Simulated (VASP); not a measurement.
# TiSi (Cmmm) in VASP: further runs, part 2 of 2

VASP 6.6.1. The steps go on from the part before.

## (3) Single point, PBEsol (biaxial strain in the a-b plane: +1.5 %, then relaxed in part)

INCAR reads:

```
PREC = Accurate
ENCUT = 520
EDIFF = 1E-6
ISMEAR = 0
SIGMA = 0.1
LREAL = F
LASPH = T
NELM = 60
ALGO = Fast
ISIF = 2
LWAVE = F
LCHARG = T
GGA = PS
LELF = T
LVHAR = T
NBANDS = 24
```

KPOINTS reads:

```
regular mesh
0
Gamma
  14 12 14
```

POSCAR reads:

```
TiSi
1.0
    3.6548035780      0.0000000000      0.0000000000
    0.0000000000      4.2050416912      0.0000000000
    0.0000000000      0.0000000000      3.7428173376
Ti Si
2 2
Direct
    0.0000000000      0.5000000000      0.0000000000
    0.5000000000      0.0000000000      0.0000000000
    0.0000000000      0.0000000000      0.5000000000
    0.5000000000      0.5000000000      0.5000000000
```

Potentials or basis: VASP PAW PBE potentials, release 64 (Ti_sv, Si).

The run is started by

```bash
$ cat potpaw_PBE.64/Ti_sv/POTCAR potpaw_PBE.64/Si/POTCAR > POTCAR
$ mpirun -np 1 vasp_std > vasp.out
```

OUTCAR:

```text
PREC = Accurate
   ENCUT = 520
   EDIFF = 1E-6
   ISMEAR = 0
   LREAL = F
   LASPH = T
   NELM = 60
   ISIF = 2
   GGA = PS

 ion  position               nearest neighbor table
   1  0.000  0.500  0.000-   4 2.62   4 2.62   4 2.62   4 2.62   2 2.79   2 2.79   2 2.79   2 2.79
                             3 2.81   3 2.81   3 2.81   3 2.81
   2  0.500  0.000  0.000-   3 2.62   3 2.62   3 2.62   3 2.62   1 2.79   1 2.79   1 2.79   1 2.79
                             4 2.81   4 2.81   4 2.81   4 2.81
   3  0.000  0.000  0.500-   2 2.62   2 2.62   2 2.62   2 2.62   4 2.79   4 2.79   4 2.79   4 2.79
                             1 2.81   1 2.81   1 2.81   1 2.81
   4  0.500  0.500  0.500-   1 2.62   1 2.62   1 2.62   1 2.62   3 2.79   3 2.79   3 2.79   3 2.79
                             2 2.81   2 2.81   2 2.81   2 2.81

  LATTYP: Found a simple orthorhombic cell.
 ALAT       =     3.6548035780
 B/A-ratio  =     1.0240816661
 C/A-ratio  =     1.1505520342

  Lattice vectors:

 A1 = (  -3.6548035780,   0.0000000000,   0.0000000000)
 A2 = (   0.0000000000,   0.0000000000,   3.7428173376)
 A3 = (   0.0000000000,   4.2050416912,   0.0000000000)

Analysis of symmetry for initial positions (statically):
[... 201 lines left out ...]
 val. band max:       10.2407399899   @ k =   0.1429   0.4167   0.2143
 cond. band min:      10.2448467470   @ k =   0.0714   0.0833   0.2857
 fundamental gap:      0.0041067571
 Fermi energy:        10.2424130866

 k-point     1 :       0.0000    0.0000    0.0000
  band No.  band energies     occupation
      1     -46.2006      2.00000
      2     -46.0611      2.00000
      3     -22.7542      2.00000
      4     -22.7120      2.00000
      5     -22.6883      2.00000
      6     -22.5748      2.00000
[... 637 lines left out ...]
     23      14.3069      0.00000
     24      14.3069      0.00000

 [... further k-points ...]

------------------------ aborting loop because EDIFF is reached ----------------------------------------

  FORCE on cell =-STRESS in cart. coord.  units (eV):
  Direction    XX          YY          ZZ          XY          YZ          ZX
  --------------------------------------------------------------------------------------
  -------------------------------------------------------------------------------------
  Total       -1.0263618     -1.0415632      0.0430187      0.0000000      0.0000000      0.0000000
  in kB      -28.5876246    -29.0110364      1.1982154      0.0000000      0.0000000      0.0000000
  external PRESSURE =     -18.8001485 kB  Pullay stress =       0.0000000 kB

 VOLUME and BASIS-vectors are now :
 -----------------------------------------------------------------------------
  energy-cutoff  :      520.00
  volume of cell :       57.52
      direct lattice vectors                 reciprocal lattice vectors
     3.654803578  0.000000000  0.000000000     0.273612515  0.000000000  0.000000000
     0.000000000  4.205041691  0.000000000     0.000000000  0.237809771  0.000000000
     0.000000000  0.000000000  3.742817338     0.000000000  0.000000000  0.267178414

 POSITION                                       TOTAL-FORCE (eV/Angst)
 -----------------------------------------------------------------------------------
      0.00000      2.10252      0.00000         0.000000     -0.000000     -0.000000
      1.82740      0.00000      0.00000        -0.000000      0.000000      0.000000
      0.00000      0.00000      1.87141         0.000000      0.000000     -0.000000
      1.82740      2.10252      1.87141         0.000000      0.000000      0.000000
 -----------------------------------------------------------------------------------
    total drift:                                0.000000      0.000000     -0.000000

  FREE ENERGIE OF THE ION-ELECTRON SYSTEM (eV)
  ---------------------------------------------------
  free  energy   TOTEN  =       -30.6445556214 eV

  energy  without entropy=      -30.6329968611  energy(sigma->0) =      -30.63877624
```

It took 37 min on 1 thread of Oxide Virtual Turin-like, shared host; peak memory 0.55 GiB.

Results:

| Item | Value |
| --- | --- |
| Free energy | -30.6446 eV |
| Pressure | -1.9 GPa |
| Band gap on the k mesh | zero (bands 16 and 17 overlap by 1.68 eV) |

Stress tensor (GPa, compression positive):
```
-2.86  0.00  0.00
 0.00 -2.90  0.00
 0.00  0.00  0.12
```

Levels at points of the mesh, in eV from the Fermi level:
```
           k point  band 14  band 15  band 16  band 17  band 18  band 19
(0.00, 0.00, 0.00)    -1.49    -1.35    -1.20    -0.84    -0.36     1.68
(0.50, 0.00, 0.00)    -2.27    -2.17    -2.17     0.62     0.62     1.80
(0.00, 0.50, 0.00)    -1.73    -0.92    -0.92     0.55     0.55     0.57
(0.50, 0.50, 0.00)    -2.83    -0.83    -0.83     1.55     1.55     2.35
(0.00, 0.00, 0.50)    -3.04    -0.87     0.55     0.71     1.57     2.23
(0.50, 0.00, 0.50)    -2.57    -0.31    -0.31     0.02     0.02     1.41
(0.00, 0.50, 0.50)    -1.99     0.77     0.77     0.81     0.81     1.43
(0.50, 0.50, 0.50)    -2.66    -1.74    -1.74     1.49     1.49     1.76
```

Caveat: the cell differs from its parent crystal (biaxial strain in the a-b plane: +1.5 %, then relaxed in part); the PAW data sets were made with another functional, which shifts forces and pressure a little.

## (4) Single point, PBEsol (biaxial strain in the a-b plane: +1.5 %)

INCAR reads:

```
ALGO     = Fast           # electronic algorithm
EDIFF    = 1E-6           # SCF threshold, eV
ENCUT    = 520            # plane-wave cutoff, eV
GGA      = PS             # functional
ISIF     = 2              # what is computed and relaxed
ISMEAR   = 0              # smearing method
LASPH    = True           # aspherical terms in the spheres
LCHARG   = True           # write CHGCAR
LELF     = True           # ELF
LREAL    = False          # projectors in reciprocal space
LVHAR    = True         
LWAVE    = False          # write WAVECAR
NBANDS   = 24             # bands
NELM     = 80             # most SCF steps
PREC     = Accurate       # precision mode
SIGMA    = 0.1            # smearing width, eV
```

KPOINTS reads:

```
k-points
0
Gamma
  14 12 14
```

POSCAR, as its differences from that of step 3:

```diff
@@ -4,3 +4,3 @@
     0.0000000000      4.2050416912      0.0000000000
-    0.0000000000      0.0000000000      3.7428173376
+    0.0000000000      0.0000000000      3.7551789517
 Ti Si
```

The run is started by

```bash
$ cat potpaw_PBE.64/Ti_sv/POTCAR potpaw_PBE.64/Si/POTCAR > POTCAR
$ mpirun -np 1 vasp_std > vasp.out
```

It took 36 min on 1 thread of Oxide Virtual Turin-like, shared host; peak memory 0.54 GiB.

It converged, with:

- Free energy: -30.6442 eV
- Pressure: -2.4 GPa
- Band gap on the k mesh: zero (bands 16 and 17 overlap by 1.68 eV)

Stress tensor (GPa, compression positive):
```
-3.23  0.00  0.00
 0.00 -3.23  0.00
 0.00  0.00 -0.72
```

Levels at points of the mesh, in eV from the Fermi level:
```
           k point  band 14  band 15  band 16  band 17  band 18  band 19
(0.00, 0.00, 0.00)    -1.53    -1.33    -1.20    -0.85    -0.36     1.67
(0.50, 0.00, 0.00)    -2.25    -2.18    -2.18     0.62     0.62     1.80
(0.00, 0.50, 0.00)    -1.75    -0.91    -0.91     0.55     0.55     0.57
(0.50, 0.50, 0.00)    -2.84    -0.82    -0.82     1.55     1.55     2.35
(0.00, 0.00, 0.50)    -3.04    -0.87     0.57     0.67     1.58     2.21
(0.50, 0.00, 0.50)    -2.55    -0.31    -0.31     0.02     0.02     1.39
(0.00, 0.50, 0.50)    -1.97     0.77     0.77     0.81     0.81     1.43
(0.50, 0.50, 0.50)    -2.66    -1.74    -1.74     1.47     1.47     1.75
```

Caveat: the cell differs from its parent crystal (biaxial strain in the a-b plane: +1.5 %); the PAW data sets were made with another functional, which shifts forces and pressure a little.

## (5) The runs side by side

```csv
cell,k mesh,cutoff (eV),smearing,second try,further INCAR settings,gap on the mesh (eV),pressure (GPa)
"a = 3.601, b = 7.579, c = 4.143 Å, 8 atoms, atomic positions A",10 × 6 × 8,550,gaussian 0.15 eV,not_converged,ALGO = All; EDIFF = 1e-06; NBANDS = 42,none,0.1
"a = 3.655, b = 4.205, c = 3.743 Å, 4 atoms, atomic positions B",14 × 12 × 14,520,gaussian 0.1 eV,-,ALGO = Fast; EDIFF = 1e-06; NBANDS = 24,none,-1.9
"a = 3.655, b = 4.205, c = 3.755 Å, 4 atoms, atomic positions B",14 × 12 × 14,520,gaussian 0.1 eV,-,ALGO = Fast; EDIFF = 1e-06; NBANDS = 24,none,-2.4
```

Alike in all rows: task single point; level PBEsol; potentials or basis VASP PAW PBE potentials, release 64 (Ti_sv, Si); no spin polarisation.

Caveats: the PAW data sets were made with another functional, which shifts forces and pressure a little.

Absolute energies hang on the potentials; compare differences alone.
